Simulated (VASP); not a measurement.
A run of VASP 6.6.1:

File INCAR:

```
SYSTEM = Si
PREC = Accurate ; ENCUT = 520
EDIFF = 1E-6 ; ISMEAR = -1
SIGMA = 0.2 ; LREAL = .False.
LASPH = .True. ; NELM = 80
ALGO = Normal ; ISIF = 2
LWAVE = .False. ; LCHARG = .False.
GGA = CA ; NBANDS = 8
```

File KPOINTS:

```
Automatic mesh
0
Gamma
  14 14 14
  0 0 0
```

POSCAR

```
Si
1.0
   -1.6588233950      1.6588233950      1.3462253978
    1.6588233950     -1.6588233950      1.3462253978
    1.6588233950      1.6588233950     -1.3462253978
Si
1
Direct
    0.0000000000      0.0000000000      0.0000000000
```

Potentials or basis: VASP PAW LDA potentials, release 64 (Si).

The run is started by

```bash
$ cat potpaw_LDA.64/Si/POTCAR > POTCAR
$ mpirun -np 1 vasp_std > vasp.out
```

Hardware: 1 thread of Intel Xeon 8259CL, on a shared host.

**Question.** Estimate the wall time of this run.

**Answer.** It took 26 s on 1 thread of Intel Xeon 8259CL (shared host), peak memory 0.13 GiB. Counts: scf iterations 9, k points 244.
